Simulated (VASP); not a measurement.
Tc, 1 atom in the cell. The structure is cubic, space group Fm-3m (No. 225). Conventional cell: a = 3.976 Å, b = 3.976 Å, c = 3.976 Å, α = 90.00°, β = 90.00°, γ = 90.00°. Tc (site symmetry m-3m) has 12 Tc at 2.81 Å within 3.7 Å. 

| Item | Value |
| --- | --- |
| Program | VASP 6.6.1 |
| Task | single point |
| Functional | PBE |
| Potentials or basis | VASP PAW PBE potentials, release 64 (Tc_pv) |
| Cutoff | 500 eV |
| k mesh | 12 × 12 × 12 |
| Occupations | fermi-dirac, width 0.05 eV |
| Spin | no spin polarisation |
| Dipole correction | no |
| Further INCAR settings | ALGO = Normal; EDIFF = 1e-06; NBANDS = 12 |

Potentials or basis: VASP PAW PBE potentials, release 64 (Tc_pv).

Launch:

```bash
$ cat potpaw_PBE.64/Tc_pv/POTCAR > POTCAR
$ mpirun -np 1 vasp_std > vasp.out
```

Hardware: 1 thread of Intel(R) Xeon(R) 6975P-C (Granite Rapids) (shared host).

Estimate the wall time of this run.

Run time: 4.8 s on 1 thread of Intel(R) Xeon(R) 6975P-C (Granite Rapids), on a shared host, peak memory 0.14 GiB. Counts: scf iterations 10, k points 72.
